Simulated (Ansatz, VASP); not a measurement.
# One calculation of Ge, two programs

```
Ge
1.0
     3.99864    0.00000    0.00000
    -1.99932    3.46292    0.00000
     0.00000    0.00000    6.59206
Ge
4
Direct
  0.66667 0.33333 0.06278
  0.33333 0.66667 0.56278
  0.66667 0.33333 0.43722
  0.33333 0.66667 0.93722
```

Alike in both runs: functional PBEsol; k mesh 12 × 12 × 6; occupations gaussian, width 0.01 eV; no spin polarisation.

Ansatz relaxed the structure, and its values are those at the end. VASP's run is a single point on that final structure, the one shown.

```csv
,VASP,Ansatz
version,VASP 6.6.1,Ansatz 0.2.0
potentials or method,"VASP PAW PBE potentials, release 64 (Ge_d), cutoff 520 eV","scalar-relativistic, plane waves, PAW"
valence electrons in the cell,56,56
```

VASP gave:

| Quantity | Value |
| --- | --- |
| gap on the k mesh at the Fermi level (eV) | none |
| pressure (GPa) | -0.1 |

Task: Which values does Ansatz return?

Result: gap on the k mesh at the Fermi level (eV): none; pressure (GPa): 0.0.

VASP's potentials were made for PBE, not for PBEsol. A gap of «none» marks a metal or a gap that the smearing closes. The functional is the same, so the differences come from potentials, cutoffs and numerics.
